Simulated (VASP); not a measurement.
# NaCl (Fm-3m) in VASP: a series of runs, part 2 of 2

VASP 6.6.1. The steps go on from the part before.

**3. Relaxation of cell and atoms, LDA**

This run uses another cell than the first one, of 22.19 Å³/atom, 1.088 times its volume.

INCAR

```
PREC = Accurate ; ENCUT = 600
EDIFF = 1E-7 ; ISMEAR = -1
SIGMA = 0.1 ; LREAL = False
LASPH = True ; NELM = 80
ALGO = Normal ; ISIF = 3
LWAVE = False ; LCHARG = False
IBRION = 2 ; NSW = 100
EDIFFG = -0.002
```

KPOINTS

```
Automatic mesh
0
Gamma
  14 14 14
```

POSCAR

```
NaCl
1.0
    0.0000000000      2.8100000000      2.8100000000
    2.8100000000      0.0000000000      2.8100000000
    2.8100000000      2.8100000000      0.0000000000
Na Cl
1 1
Direct
    0.0000000000      0.0000000000      0.0000000000
    0.5000000000      0.5000000000      0.5000000000
```

Potentials or basis: VASP PAW LDA potentials, release 64 (Na_pv, Cl).

On the command line:

```
$ cat potpaw_LDA.64/Na_pv/POTCAR potpaw_LDA.64/Cl/POTCAR > POTCAR
$ mpirun -np 1 vasp_std > vasp.out
```

OUTCAR:

```text
PREC = Accurate
   ENCUT = 600
   EDIFF = 1E-7
   ISMEAR = -1
   LREAL = False
   LASPH = True
   NELM = 80
   ISIF = 3
   IBRION = 2
   NSW = 100
   EDIFFG = -0.002

 ion  position               nearest neighbor table
   1  0.000  0.000  0.000-
   2  0.500  0.500  0.500-

  LATTYP: Found a face centered cubic cell.
 ALAT       =     5.6200000000

  Lattice vectors:

 A1 = (   0.0000000000,   2.8100000000,   2.8100000000)
 A2 = (   2.8100000000,   0.0000000000,   2.8100000000)
 A3 = (   2.8100000000,   2.8100000000,   0.0000000000)

Analysis of symmetry for initial positions (statically):
=====================================================================
 Subroutine PRICEL returns:
 Original cell was already a primitive cell.

 Routine SETGRP: Setting up the symmetry group for a
 face centered cubic supercell.

 Subroutine GETGRP returns: Found 48 space group operations
 (whereof 48 operations were pure point group operations)
 out of a pool of 48 trial point group operations.

The static configuration has the point symmetry O_h .

Analysis of symmetry for dynamics (positions and initial velocities):
=====================================================================
 Subroutine PRICEL returns:
 Original cell was already a primitive cell.

 Routine SETGRP: Setting up the symmetry group for a
 face centered cubic supercell.

 Subroutine GETGRP returns: Found 48 space group operations
 (whereof 48 operations were pure point group operations)
 out of a pool of 48 trial point group operations.

The dynamic configuration has the point symmetry O_h .

 Subroutine INISYM returns: Found 48 space group operations
 (whereof 48 operations are pure point group operations),
 and found     1 'primitive' translations

----------------------------------------------------------------------------------------

                                     Primitive cell

  volume of cell :      44.3761

  direct lattice vectors                    reciprocal lattice vectors
[... 127 lines left out ...]
 number of electron      14.0000000 magnetization

 Free energy of the ion-electron system (eV)
  ---------------------------------------------------
  ext. energy  EPLUGINS =         0.00000000
  ---------------------------------------------------
  free energy    TOTEN  =        -7.36326980 eV

  energy without entropy =       -7.36326980  energy(sigma->0) =       -7.36326980

------------------------ aborting loop because EDIFF is reached ----------------------------------------

  FORCE on cell =-STRESS in cart. coord.  units (eV):
  Direction    XX          YY          ZZ          XY          YZ          ZX
  --------------------------------------------------------------------------------------
  -------------------------------------------------------------------------------------
  Total       -0.6089830     -0.6089830     -0.6089830      0.0000000      0.0000000      0.0000000
  in kB      -21.9870398    -21.9870398    -21.9870398      0.0000000      0.0000000      0.0000000
  external PRESSURE =     -21.9870398 kB  Pullay stress =       0.0000000 kB
[... 95 lines left out ...]
--------------------------------------- Ionic step        4  -------------------------------------------

 number of electron      14.0000003 magnetization

 Free energy of the ion-electron system (eV)
  ---------------------------------------------------
  ext. energy  EPLUGINS =         0.00000000
  ---------------------------------------------------
  free energy    TOTEN  =        -7.38971415 eV

  energy without entropy =       -7.38971415  energy(sigma->0) =       -7.38971415

 E-fermi :   1.7560     XC(G=0):  -9.1353

 val. band max:       -0.3617431771   @ k =   0.0000   0.0000   0.0000
 cond. band min:       4.7170304185   @ k =   0.0000   0.0000   0.0000
 fundamental gap:      5.0787735956
 Fermi energy:         1.7560220345

 k-point     1 :       0.0000    0.0000    0.0000
  band No.  band energies     occupation
      1     -20.9896      2.00000
      2     -20.9896      2.00000
      3     -20.9896      2.00000
      4     -13.1837      2.00000
      5      -0.3617      2.00000
      6      -0.3617      2.00000
      7      -0.3617      2.00000
      8       4.7170      0.00000
      9      10.5674      0.00000
     10      10.5674      0.00000
     11      10.5674      0.00000
[... 309 lines left out ...]
 k-point    24 :       0.2857    0.1429    0.0000
  band No.  band energies     occupation
      1     -21.0127      2.00000
      2     -20.9942      2.00000
      3     -20.9934      2.00000
      4     -12.9248      2.00000
      5      -1.6841      2.00000
      6      -0.6774      2.00000
      7      -0.6670      2.00000
      8       6.6572      0.00000
      9       8.9487      0.00000
     10      10.5956      0.00000
     11      11.4548      0.00000

 [... further k-points ...]

------------------------ aborting loop because EDIFF is reached ----------------------------------------

  FORCE on cell =-STRESS in cart. coord.  units (eV):
  Direction    XX          YY          ZZ          XY          YZ          ZX
  --------------------------------------------------------------------------------------
  -------------------------------------------------------------------------------------
  Total        0.0031087      0.0031087      0.0031087      0.0000000      0.0000000      0.0000000
  in kB        0.1220357      0.1220357      0.1220357      0.0000000      0.0000000      0.0000000
  external PRESSURE =       0.1220357 kB  Pullay stress =       0.0000000 kB
[... 17 lines left out ...]
  FREE ENERGIE OF THE ION-ELECTRON SYSTEM (eV)
  ---------------------------------------------------
  free  energy   TOTEN  =        -7.3897141545 eV

  energy  without entropy=       -7.3897141543  energy(sigma->0) =       -7.38971415

 reached required accuracy - stopping structural energy minimisation
```

CONTCAR:

```text
NaCl
   1.00000000000000
     0.0000000000000000    2.7326810964339341    2.7326810964339341
     2.7326810964339341    0.0000000000000000    2.7326810964339341
     2.7326810964339341    2.7326810964339341   -0.0000000000000000
  Na              Cl
     1     1
Direct
     1.0000000000000000    0.0000000000000000    0.0000000000000000
     0.5000000000000000    0.5000000000000000    0.5000000000000000

  0.00000000E+00  0.00000000E+00  0.00000000E+00
  0.00000000E+00  0.00000000E+00  0.00000000E+00
```

Wall time 2.1 min (1 thread of Oxide Virtual Turin-like, shared host); peak memory 0.16 GiB.

What came out:

```yaml
Free_energy: -7.3897 eV
Relaxed_volume: 20.41 Å³/atom
Relaxed_cell: a = 3.865 Å, b = 3.865 Å, c = 3.865 Å, α = 60.00°, β = 60.00°, γ = 60.00°
Space_group_after_relaxing_to_0.05_Å: Fm-3m (No. 225)
Energy_gained_by_relaxing: 13.2 meV/atom
Ionic_steps: 4
Pressure_after_relaxing: 0.0 GPa
Band_gap_on_the_k_mesh: 5.08 eV, direct
```

Step by step:
```csv
step,energy change (eV),largest force (eV/Å),pressure (GPa),volume (Å³)
1,0.0000,0.0000,-2.20,44.38
2,-0.0204,0.0000,-1.15,42.45
3,-0.0264,0.0000,-0.10,40.94
4,-0.0264,0.0000,0.01,40.81
```

Final structure:
```
CELL_PARAMETERS angstrom
0.00000 2.73268 2.73268
2.73268 0.00000 2.73268
2.73268 2.73268 0.00000
ATOMIC_POSITIONS crystal
Na 0.00000 0.00000 0.00000
Cl 0.50000 0.50000 0.50000
```
